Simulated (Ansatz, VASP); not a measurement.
Two plane-wave programs on Ge

Contents of INCAR:

```
SYSTEM = Ge
PREC = Accurate ; ENCUT = 520
EDIFF = 1E-6 ; ISMEAR = 0
SIGMA = 0.15 ; LREAL = .False.
LASPH = .True. ; NELM = 60
ALGO = Normal ; ISIF = 2
LWAVE = .False. ; LCHARG = .True.
GGA = PE ; LELF = .True.
LVHAR = .True. ; NBANDS = 21
```

The input KPOINTS:

```
regular mesh
0
Gamma
  14 14 14
  0 0 0
```

POSCAR

```
Ge
1.0
    0.0000000000      2.7814249204      3.3365973346
    2.7814249204      0.0000000000      3.3365973346
    2.7814249204      2.7814249204      0.0000000000
Ge
2
Direct
    0.5000000000      0.5000000000      0.5000000000
    0.7500000000      0.7500000000      0.7500000000
```

Input for Ansatz:

```yaml
crystal:
  lattice:
    - [0.0, 2.7814249204, 3.3365973346]
    - [2.7814249204, 0.0, 3.3365973346]
    - [2.7814249204, 2.7814249204, 0.0]
  atoms:
    - { symbol: Ge, position: [0.5, 0.5, 0.5] }
    - { symbol: Ge, position: [0.75, 0.75, 0.75] }
basis:
  ecutwfc: 420
kpoints:
  mp_grid: { grid: [14, 14, 14] }
hamiltonian:
  xc: pbe
scf:
  occupations: { method: gaussian, width: 0.15 }
output:
  forces: true
  stress: true
  eigenvalues: true
  write_density: true
  write_potential: true
  elf: true
  volumetric_format: npy
```

Alike in both runs: task single point; functional PBE; k mesh 14 × 14 × 14; occupations gaussian, width 0.15 eV; no spin polarisation.

```csv
,VASP,Ansatz
version,VASP 6.6.1,Ansatz 0.2.0
potentials or method,"VASP PAW PBE potentials, release 64 (Ge_d), cutoff 520 eV","scalar-relativistic, plane waves, PAW"
valence electrons in the cell,28,28
```

```tsv
	VASP	Ansatz	Ansatz less VASP
gap on the k mesh at the Fermi level (eV)	none	none	-
pressure (GPa)	-3.4	-3.3	+0.08
traceless stress, the component that is largest in VASP (GPa)	-8.11	-8.10	+0.014
```

A gap of «none» marks a metal or a gap that the smearing closes. With one functional, cell and mesh, what is left measures potentials, basis and numerics.
